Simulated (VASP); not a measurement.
# CeO2 (Fm-3m) in VASP: a series of runs, part 2 of 2

VASP 6.6.1. The steps go on from the part before.

### 3 Single point, PBE (13.05 Å³/atom)

This run uses another cell than the first one, of 13.05 Å³/atom.

The input, INCAR:

```
SYSTEM = CeO2
  ALGO = Normal
  EDIFF = 1E-7
  ENCUT = 520
  GGA = PE
  ISIF = 2
  ISMEAR = 0
  LASPH = .TRUE.
  LCHARG = .FALSE.
  LREAL = .FALSE.
  LWAVE = .FALSE.
  NBANDS = 19
  NELM = 80
  PREC = Accurate
  SIGMA = 0.05
```

The input, KPOINTS:

```
k-points
0
G
  12 12 12
  0 0 0
```

The input, POSCAR:

```
CeO2
1.0
    0.0000000000      2.6952035058      2.6952035058
    2.6952035058      0.0000000000      2.6952035058
    2.6952035058      2.6952035058      0.0000000000
Ce O
1 2
Direct
    0.0000000000      0.0000000000      0.0000000000
    0.2500000000      0.2500000000      0.2500000000
    0.7500000000      0.7500000000      0.7500000000
```

Potentials or basis: VASP PAW PBE potentials, release 64 (Ce, O).

The run is started by

```
> cat potpaw_PBE.64/Ce/POTCAR potpaw_PBE.64/O/POTCAR > POTCAR
> mpirun -np 1 vasp_std > vasp.out
```

Wall time 98 s (1 thread of Intel Xeon 8259CL, shared host); peak memory 0.21 GiB.

Results (log left out):

| Property | Result |
| --- | --- |
| Free energy | -26.1894 eV |
| Pressure | 7.7 GPa |
| Band gap on the k mesh | 1.98 eV (least direct gap 2.09 eV) |

Levels at points of the mesh, in eV from the valence-band top:
```tsv
k point	band 10	band 11	band 12	band 13	band 14	band 15
(0.00, 0.00, 0.00)	-0.64	-0.64	-0.64	2.32	2.32	2.32
(0.50, 0.00, 0.00)	-1.23	-0.81	-0.81	1.98	2.18	2.18
(0.50, 0.50, 0.00)	-0.83	-0.83	-0.65	2.02	2.13	2.13
```

Caveat: the cell stands under pressure; spin-orbit coupling is left out, which moves the levels of the heavy elements.

### 4 Single point, PBE

This run uses another cell than the first one, of 13.32 Å³/atom.

The input, INCAR:

```
PREC = Accurate
ENCUT = 520
EDIFF = 1E-7
ISMEAR = 0
SIGMA = 0.05
LREAL = False
LASPH = True
NELM = 80
ALGO = Normal
ISIF = 2
LWAVE = False
LCHARG = True
GGA = PE
LELF = True
LVHAR = True
NBANDS = 19
```

The input, KPOINTS:

```
Automatic mesh
0
Gamma
  12 12 12
```

The input, POSCAR:

```
CeO2
1.0
    0.0000000000      2.7138479414      2.7138479414
    2.7138479414      0.0000000000      2.7138479414
    2.7138479414      2.7138479414      0.0000000000
Ce O
1 2
Direct
    0.0000000000      0.0000000000      0.0000000000
    0.2500000000      0.2500000000      0.2500000000
    0.7500000000      0.7500000000      0.7500000000
```

Potentials or basis: VASP PAW PBE potentials, release 64 (Ce, O).

The run is started by

```
> cat potpaw_PBE.64/Ce/POTCAR potpaw_PBE.64/O/POTCAR > POTCAR
> mpirun -np 1 vasp_std > vasp.out
```

OUTCAR:

```text
PREC = Accurate
   ENCUT = 520
   EDIFF = 1E-7
   ISMEAR = 0
   LREAL = False
   LASPH = True
   NELM = 80
   ISIF = 2
   GGA = PE

 ion  position               nearest neighbor table
   1  0.000  0.000  0.000-   3 2.35   3 2.35   3 2.35   2 2.35   3 2.35   2 2.35   2 2.35   2 2.35

   2  0.250  0.250  0.250-   1 2.35   1 2.35   1 2.35   1 2.35
   3  0.750  0.750  0.750-   1 2.35   1 2.35   1 2.35   1 2.35

  LATTYP: Found a face centered cubic cell.
 ALAT       =     5.4276958828

  Lattice vectors:
[... 720 lines left out ...]

  FORCE on cell =-STRESS in cart. coord.  units (eV):
  Direction    XX          YY          ZZ          XY          YZ          ZX
  --------------------------------------------------------------------------------------
  -------------------------------------------------------------------------------------
  Total        0.9006898      0.9006898      0.9006898      0.0000000      0.0000000      0.0000000
  in kB       36.0993428     36.0993428     36.0993428      0.0000000      0.0000000      0.0000000
  external PRESSURE =      36.0993428 kB  Pullay stress =       0.0000000 kB

 VOLUME and BASIS-vectors are now :
 -----------------------------------------------------------------------------
  energy-cutoff  :      520.00
  volume of cell :       39.97
      direct lattice vectors                 reciprocal lattice vectors
     0.000000000  2.713847941  2.713847941    -0.184240241  0.184240241  0.184240241
     2.713847941  0.000000000  2.713847941     0.184240241 -0.184240241  0.184240241
     2.713847941  2.713847941  0.000000000     0.184240241  0.184240241 -0.184240241

 POSITION                                       TOTAL-FORCE (eV/Angst)
 -----------------------------------------------------------------------------------
      0.00000      0.00000      0.00000        -0.000000     -0.000000      0.000000
      1.35692      1.35692      1.35692         0.000000      0.000000      0.000000
      4.07077      4.07077      4.07077        -0.000000     -0.000000     -0.000000
 -----------------------------------------------------------------------------------
    total drift:                                0.000000     -0.000000      0.000000

  FREE ENERGIE OF THE ION-ELECTRON SYSTEM (eV)
  ---------------------------------------------------
  free  energy   TOTEN  =       -26.2197432423 eV

  energy  without entropy=      -26.2197432423  energy(sigma->0) =      -26.21974324
```

OSZICAR:

```text
N       E                     dE             d eps       ncg     rms          rms(c)
DAV:   1     0.230076048925E+03    0.23008E+03   -0.11358E+04  2800   0.168E+03
[... 12 lines left out ...]
DAV:  14    -0.262225691548E+02   -0.28431E-02   -0.60821E-03  4215   0.995E-01    0.882E-01
DAV:  15    -0.262202347017E+02    0.23345E-02   -0.24373E-03  3056   0.747E-01    0.367E-01
DAV:  16    -0.262197569470E+02    0.47775E-03   -0.10693E-03  4026   0.407E-01    0.117E-01
DAV:  17    -0.262197462889E+02    0.10658E-04   -0.99389E-05  3816   0.805E-02    0.618E-02
DAV:  18    -0.262197449155E+02    0.13735E-05   -0.11854E-05  4834   0.221E-02    0.138E-02
DAV:  19    -0.262197442399E+02    0.67556E-06   -0.49352E-07  3281   0.782E-03    0.120E-02
DAV:  20    -0.262197432196E+02    0.10203E-05   -0.10829E-06  2928   0.158E-02    0.300E-03
DAV:  21    -0.262197432423E+02   -0.22673E-07   -0.65670E-08  1840   0.192E-03
   1 F= -.26219743E+02 E0= -.26219743E+02  d E =-.167481E-16
```

stdout:

```text
POSCAR found type information on POSCAR CeO
 POSCAR found :  2 types and       3 ions
 scaLAPACK will be used
 LDA part: xc-table for (Slater+PW92), standard interpolation
 POSCAR, INCAR and KPOINTS ok, starting setup
 FFT: planning ... GRIDC
 FFT: planning ... GRID_SOFT
 FFT: planning ... GRID
 WAVECAR not read
 entering main loop
```

Run time: 2.5 min. Hardware: 1 thread of Intel Xeon 8259CL, shared host; peak memory 0.22 GiB.

Results:

| Quantity | Value |
| --- | --- |
| Free energy | -26.2197 eV |
| Pressure | 3.6 GPa |
| Band gap on the k mesh | 1.92 eV (least direct gap 2.03 eV) |

Caveat: the cell stands under pressure; spin-orbit coupling is left out, which moves the levels of the heavy elements. A k mesh can miss the band edges.

### 5 Single point, PBE (13.32 Å³/atom)

This run uses another cell than the first one, of 13.32 Å³/atom.

The input, INCAR:

```
SYSTEM = CeO2
PREC = Accurate
ENCUT = 520
EDIFF = 1E-7
ISMEAR = 0
SIGMA = 0.05
LREAL = .False.
LASPH = .True.
NELM = 60
ALGO = Normal
ISIF = 2
LWAVE = .False.
LCHARG = .False.
GGA = PE
NBANDS = 19
```

The input, KPOINTS:

```
Automatic mesh
0
Gamma
  12 12 12
  0 0 0
```

The input, POSCAR:

```
CeO2
1.0
    0.0000000000      2.7137917035      2.7137917035
    2.7137917035      0.0000000000      2.7137917035
    2.7137917035      2.7137917035      0.0000000000
Ce O
1 2
Direct
    0.0000000000      0.0000000000      0.0000000000
    0.2500000000      0.2500000000      0.2500000000
    0.7500000000      0.7500000000      0.7500000000
```

The run is started by

```
> cat potpaw_PBE.64/Ce/POTCAR potpaw_PBE.64/O/POTCAR > POTCAR
> mpirun -np 1 vasp_std > vasp.out
```

Wall time 2.3 min (1 thread of Intel Xeon 8259CL, shared host); peak memory 0.22 GiB.

Results (log left out):

```yaml
Free_energy: -26.2197 eV
Pressure: 3.6 GPa
Band_gap_on_the_k_mesh: 1.92 eV (least direct gap 2.03 eV)
```

Levels at points of the mesh, in eV from the valence-band top:
| k point | band 9 | band 10 | band 11 | band 12 | band 13 | band 14 | band 15 | band 16 |
| --- | --- | --- | --- | --- | --- | --- | --- | --- |
| (0.00, 0.00, 0.00) | -3.82 | -0.60 | -0.60 | -0.60 | 2.24 | 2.24 | 2.24 | 2.49 |
| (0.50, 0.00, 0.00) | -1.26 | -1.20 | -0.79 | -0.79 | 1.92 | 2.11 | 2.11 | 2.25 |
| (0.50, 0.50, 0.00) | -1.19 | -0.78 | -0.78 | -0.61 | 1.96 | 2.06 | 2.06 | 2.22 |

Caveat: the cell stands under pressure; spin-orbit coupling is left out, which moves the levels of the heavy elements.

### 6 Summary

```csv
cell,gap on the mesh (eV),pressure (GPa)
"a = 3.792 Å, angles 60.0°, 3 atoms",2.03,11.1
"a = 3.812 Å, angles 60.0°, 3 atoms",1.98,7.7
"a = 3.838 Å, angles 60.0°, 3 atoms",1.92,3.6
```

Alike in all rows: task single point; level PBE; potentials or basis VASP PAW PBE potentials, release 64 (Ce, O); no spin polarisation; k mesh 12 × 12 × 12; cutoff (eV) 520; smearing gaussian 0.05 eV.

Caveats: the cell stands under pressure; spin-orbit coupling is left out, which moves the levels of the heavy elements.

Absolute energies hang on the potentials; compare differences alone.
